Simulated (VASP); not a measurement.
# Pd (Im-3m) in VASP: further runs, part 2 of 2

VASP 6.6.1. The steps go on from the part before.

### 3 Single point, PBE

This run uses another cell than the first one, of 14.82 Å³/atom.

Contents of INCAR:

```
SYSTEM = Pd
ALGO = Normal ; EDIFF = 1E-6
ENCUT = 520 ; GGA = PE
ISIF = 2 ; ISMEAR = -1
LASPH = .TRUE. ; LCHARG = .FALSE.
LREAL = .FALSE. ; LWAVE = .FALSE.
NBANDS = 11 ; NELM = 100
PREC = Accurate ; SIGMA = 0.06122561905347299
```

Contents of KPOINTS:

```
k-points
0
G
  49 49 49
  0 0 0
```

Contents of POSCAR:

```
Pd
1.0
   -1.5475217560      1.5475217560      1.5475217560
    1.5475217560     -1.5475217560      1.5475217560
    1.5475217560      1.5475217560     -1.5475217560
Pd
1
Direct
    0.0000000000      0.0000000000      0.0000000000
```

Potentials or basis: VASP PAW PBE potentials, release 64 (Pd).

Command:

```console
cat potpaw_PBE.64/Pd/POTCAR > POTCAR
mpirun -np 1 vasp_std > vasp.out
```

OUTCAR:

```text
SYSTEM = Pd
   EDIFF = 1E-6
   ENCUT = 520
   GGA = PE
   ISIF = 2
   ISMEAR = -1
   LASPH = .TRUE.
   LREAL = .FALSE.
   NELM = 100
   PREC = Accurate

 ion  position               nearest neighbor table
   1  0.000  0.000  0.000-

  LATTYP: Found a body centered cubic cell.
 ALAT       =     3.0950435120

  Lattice vectors:

 A1 = (  -1.5475217560,   1.5475217560,   1.5475217560)
 A2 = (   1.5475217560,  -1.5475217560,   1.5475217560)
 A3 = (   1.5475217560,   1.5475217560,  -1.5475217560)

Analysis of symmetry for initial positions (statically):
=====================================================================
 Subroutine PRICEL returns:
 Original cell was already a primitive cell.

 Routine SETGRP: Setting up the symmetry group for a
 body centered cubic supercell.

 Subroutine GETGRP returns: Found 48 space group operations
 (whereof 48 operations were pure point group operations)
 out of a pool of 48 trial point group operations.

The static configuration has the point symmetry O_h .

Analysis of symmetry for dynamics (positions and initial velocities):
=====================================================================
 Subroutine PRICEL returns:
 Original cell was already a primitive cell.

 Routine SETGRP: Setting up the symmetry group for a
 body centered cubic supercell.

 Subroutine GETGRP returns: Found 48 space group operations
 (whereof 48 operations were pure point group operations)
 out of a pool of 48 trial point group operations.

The dynamic configuration has the point symmetry O_h .

 Subroutine INISYM returns: Found 48 space group operations
 (whereof 48 operations are pure point group operations),
 and found     1 'primitive' translations

----------------------------------------------------------------------------------------

                                     Primitive cell
[... 106 lines left out ...]
   IALGO  =     38    algorithm
   IMIX   =      4    mixing-type and parameters
     AMIX     =   0.40;   BMIX     =  1.00
     AMIX_MAG =   1.60;   BMIX_MAG =  1.00
  volume/ion in A,a.u.               =      14.82       100.04
  Fermi-wavevector in a.u.,A,eV,Ry     =   1.435770  2.713211 28.047515  2.061434
  Thomas-Fermi vector in A             =   2.555032
   LORBIT       =      0    0 simple, 1 ext, 2 COOP (PROOUT), +10 PAW based schemes
   GGA     = PE    functional components
   LHFCALC =     F    Hartree Fock is set to
   AEXX    =    0.0000 exact exchange contribution
   IVDW    =     0    specifies the selected vdW correction
   LEPSILON=     F    determine dielectric tensor
   LRPA    =     F    only Hartree local field effects (RPA)
 non-spin polarized calculation
  energy-cutoff  :      520.00
  volume of cell :       14.82
 maximum number of plane-waves:       420
   NGX =  9   NGY =  9   NGZ =  9

 number of electron      10.0000001 magnetization

 Free energy of the ion-electron system (eV)
  ---------------------------------------------------
  ext. energy  EPLUGINS =         0.00000000
  ---------------------------------------------------
  free energy    TOTEN  =        -5.16803863 eV

  energy without entropy =       -5.15262935  energy(sigma->0) =       -5.16033399

 E-fermi :   9.6917     XC(G=0): -13.1481

 val. band max:        9.6908198515   @ k =  -0.3878  -0.4898   0.2245
 cond. band min:       9.6920710377   @ k =  -0.3878  -0.4898   0.2041
 fundamental gap:      0.0012511862
 Fermi energy:         9.6916532282

 k-point     1 :       0.0000    0.0000    0.0000
  band No.  band energies     occupation
      1       2.6064      2.00000
      2       6.7596      2.00000
      3       6.7596      2.00000
      4       6.7596      2.00000
      5       8.7392      2.00000
      6       8.7392      2.00000
      7      29.0806      0.00000
      8      29.0806      0.00000
      9      29.0806      0.00000
     10      36.1226      0.00000
     11      37.6143      0.00000
[... 309 lines left out ...]
 k-point    24 :       0.4694    0.0000    0.0000
  band No.  band energies     occupation
      1       4.4371      2.00000
      2       5.5725      2.00000
      3       8.6610      2.00000
      4       8.9740      1.99998
      5      10.2593      0.00019
      6      10.9417      0.00000
      7      17.8473      0.00000
      8      24.8917      0.00000
      9      27.6389      0.00000
     10      34.0114      0.00000
     11      35.2949      0.00000

 [... further k-points ...]
[... 5 lines left out ...]
  --------------------------------------------------------------------------------------
  -------------------------------------------------------------------------------------
  Total        0.6695440      0.6695440      0.6695440      0.0000000      0.0000000      0.0000000
  in kB       72.3634812     72.3634812     72.3634812      0.0000000      0.0000000      0.0000000
  external PRESSURE =      72.3634812 kB  Pullay stress =       0.0000000 kB

 VOLUME and BASIS-vectors are now :
 -----------------------------------------------------------------------------
  energy-cutoff  :      520.00
  volume of cell :       14.82
      direct lattice vectors                 reciprocal lattice vectors
    -1.547521756  1.547521756  1.547521756     0.000000000  0.323097235  0.323097235
     1.547521756 -1.547521756  1.547521756     0.323097235  0.000000000  0.323097235
     1.547521756  1.547521756 -1.547521756     0.323097235  0.323097235  0.000000000

 POSITION                                       TOTAL-FORCE (eV/Angst)
 -----------------------------------------------------------------------------------
      0.00000      0.00000      0.00000         0.000000     -0.000000      0.000000
 -----------------------------------------------------------------------------------
    total drift:                                0.000000     -0.000000      0.000000

  FREE ENERGIE OF THE ION-ELECTRON SYSTEM (eV)
  ---------------------------------------------------
  free  energy   TOTEN  =        -5.1680386339 eV

  energy  without entropy=       -5.1526293537  energy(sigma->0) =       -5.16033399
```

Run time: 2.3 min. Hardware: 1 thread of Intel Xeon 6975P-C (Granite Rapids), shared host; peak memory 0.56 GiB.

Results:

```
Free energy            : -5.1680 eV
Pressure               : 7.2 GPa
Band gap on the k mesh : zero (bands 5 and 6 overlap by 1.67 eV)
```

Levels at points of the mesh, in eV from the Fermi level:
| k point | band 1 | band 2 | band 3 | band 4 | band 5 | band 6 | band 7 | band 8 | band 9 | band 10 |
| --- | --- | --- | --- | --- | --- | --- | --- | --- | --- | --- |
| (0.00, 0.00, 0.00) | -7.09 | -2.93 | -2.93 | -2.93 | -0.95 | -0.95 | 19.39 | 19.39 | 19.39 | 26.43 |

Caveat: the cell stands under pressure.

### 4 Single point, PBE

This run uses another cell than the first one, of 15.75 Å³/atom.

Contents of INCAR:

```
  PREC = Accurate
  ENCUT = 520
  EDIFF = 1E-6
  ISMEAR = -1
  SIGMA = 0.06122561905347299
  LREAL = False
  LASPH = True
  NELM = 60
  ALGO = Normal
  ISIF = 2
  LWAVE = False
  LCHARG = True
  GGA = PE
  LELF = True
  LVHAR = True
  NBANDS = 11
```

Contents of KPOINTS:

```
regular mesh
0
Gamma
  49 49 49
```

Contents of POSCAR:

```
Pd
1.0
   -1.5791125177      1.5791125177      1.5791125177
    1.5791125177     -1.5791125177      1.5791125177
    1.5791125177      1.5791125177     -1.5791125177
Pd
1
Direct
    0.0000000000      0.0000000000      0.0000000000
```

Command:

```console
cat potpaw_PBE.64/Pd/POTCAR > POTCAR
mpirun -np 1 vasp_std > vasp.out
```

Wall time 2.8 min (1 thread of AMD EPYC 9R45 (Zen 5), shared host); peak memory 0.54 GiB.

Results (log left out):

```
Free energy            : -5.1781 eV
Pressure               : -3.2 GPa
Band gap on the k mesh : zero (bands 5 and 6 overlap by 1.50 eV)
```

Levels at points of the mesh, in eV from the Fermi level:
```tsv
k point	band 1	band 2	band 3	band 4	band 5	band 6	band 7	band 8	band 9	band 10
(0.00, 0.00, 0.00)	-6.63	-2.67	-2.67	-2.67	-0.86	-0.86	19.24	19.24	19.24	27.11
```

Caveat: the cell stands under tension.

### 5 Single point, PBE

This run uses another cell than the first one, of 16.06 Å³/atom.

Contents of INCAR:

```
PREC = Accurate
ENCUT = 520
EDIFF = 1E-6
ISMEAR = -1
SIGMA = 0.06122561905347299
LREAL = F
LASPH = T
NELM = 100
ALGO = Normal
ISIF = 2
LWAVE = F
LCHARG = T
GGA = PE
LELF = T
LVHAR = T
NBANDS = 11
```

KPOINTS is that of step 4.

Contents of POSCAR:

```
Pd
1.0
   -1.5893667824      1.5893667824      1.5893667824
    1.5893667824     -1.5893667824      1.5893667824
    1.5893667824      1.5893667824     -1.5893667824
Pd
1
Direct
    0.0000000000      0.0000000000      0.0000000000
```

Command:

```console
cat potpaw_PBE.64/Pd/POTCAR > POTCAR
mpirun -np 1 vasp_std > vasp.out
```

Wall time 2.9 min (1 thread of AMD EPYC 9R45 (Zen 5), shared host); peak memory 0.55 GiB.

It converged, with:

```
Free energy            : -5.1694 eV
Pressure               : -5.9 GPa
Band gap on the k mesh : zero (bands 5 and 6 overlap by 1.45 eV)
```

Levels at points of the mesh, in eV from the Fermi level:
```
           k point  band 1  band 2  band 3  band 4  band 5  band 6  band 7  band 8  band 9  band 10
(0.00, 0.00, 0.00)   -6.49   -2.59   -2.59   -2.59   -0.84   -0.84   19.19   19.19   19.19    26.87
```

Caveat: the cell stands under tension.

### 6 Single point, PBE

This run uses another cell than the first one, of 15.13 Å³/atom.

Contents of INCAR:

```
  ALGO = Normal
  EDIFF = 1E-7
  ENCUT = 520
  GGA = PE
  ISIF = 2
  ISMEAR = -1
  LASPH = True
  LCHARG = False
  LREAL = False
  LWAVE = False
  NBANDS = 11
  NELM = 60
  PREC = Accurate
  SIGMA = 0.06122561905347299
```

Contents of KPOINTS:

```
k-points
0
Gamma
  49 49 49
```

Contents of POSCAR:

```
Pd
1.0
   -1.5581946571      1.5581946571      1.5581946571
    1.5581946571     -1.5581946571      1.5581946571
    1.5581946571      1.5581946571     -1.5581946571
Pd
1
Direct
    0.0000000000      0.0000000000      0.0000000000
```

Potentials or basis: VASP PAW PBE potentials, release 64 (Pd).

Command:

```console
cat potpaw_PBE.64/Pd/POTCAR > POTCAR
mpirun -np 1 vasp_std > vasp.out
```

It took 3.1 min on 1 thread of AMD EPYC 9R45 (Zen 5), shared host; peak memory 0.52 GiB.

The run converged. Its results:

| Property | Result |
| --- | --- |
| Free energy | -5.1783 eV |
| Pressure | 3.3 GPa |
| Band gap on the k mesh | zero (bands 5 and 6 overlap by 1.61 eV) |

Levels at points of the mesh, in eV from the Fermi level:
```tsv
k point	band 2	band 3	band 4	band 5	band 6	band 7	band 8	band 9
(0.00, 0.00, 0.00)	-2.84	-2.84	-2.84	-0.92	-0.92	19.34	19.34	19.34
```

Caveat: the cell stands under pressure.

### 7 Single point, PBE

This run uses another cell than the first one, of 15.44 Å³/atom.

Contents of INCAR:

```
PREC     = Accurate       # precision mode
ENCUT    = 520            # plane-wave cutoff, eV
EDIFF    = 1E-7           # SCF threshold, eV
ISMEAR   = -1             # smearing method
SIGMA    = 0.06122561905347299 # smearing width, eV
LREAL    = False          # projectors in reciprocal space
LASPH    = True           # aspherical terms in the spheres
NELM     = 60             # most SCF steps
ALGO     = Normal         # electronic algorithm
ISIF     = 2              # what is computed and relaxed
LWAVE    = False          # write WAVECAR
LCHARG   = False          # write CHGCAR
GGA      = PE             # functional
NBANDS   = 11             # bands
```

Contents of KPOINTS:

```
Automatic mesh
0
Gamma
  49 49 49
```

Contents of POSCAR:

```
Pd
1.0
   -1.5687233188      1.5687233188      1.5687233188
    1.5687233188     -1.5687233188      1.5687233188
    1.5687233188      1.5687233188     -1.5687233188
Pd
1
Direct
    0.0000000000      0.0000000000      0.0000000000
```

Command:

```console
cat potpaw_PBE.64/Pd/POTCAR > POTCAR
mpirun -np 1 vasp_std > vasp.out
```

Run time: 3 min. Hardware: 1 thread of AMD EPYC 9R45 (Zen 5), shared host; peak memory 0.53 GiB.

Results (log left out):

```
Free energy            : -5.1813 eV
Pressure               : -0.2 GPa
Band gap on the k mesh : zero (bands 5 and 6 overlap by 1.56 eV)
```

Levels at points of the mesh, in eV from the Fermi level:
```tsv
k point	band 3	band 4	band 5	band 6	band 7	band 8
(0.00, 0.00, 0.00)	-2.75	-2.75	-0.89	-0.89	19.29	19.29
```

### 8 Overview

| cell | gap on the mesh (eV) | pressure (GPa) |
| --- | --- | --- |
| a = 2.662 Å, angles 109.5°, 1 atom | none | 11.7 |
| a = 2.680 Å, angles 109.5°, 1 atom | none | 7.2 |
| a = 2.735 Å, angles 109.5°, 1 atom | none | -3.2 |
| a = 2.753 Å, angles 109.5°, 1 atom | none | -5.9 |
| a = 2.699 Å, angles 109.5°, 1 atom | none | 3.3 |
| a = 2.717 Å, angles 109.5°, 1 atom | none | -0.2 |

Alike in all rows: task single point; level PBE; potentials or basis VASP PAW PBE potentials, release 64 (Pd); no spin polarisation; k mesh 49 × 49 × 49; cutoff (eV) 520; smearing fermi-dirac 0.0612256 eV.

Caveats: the cell stands under pressure (at least some runs); the cell stands under tension (at least some runs).

Total energies depend on the potentials used, so only differences within one code and one set of settings carry meaning.
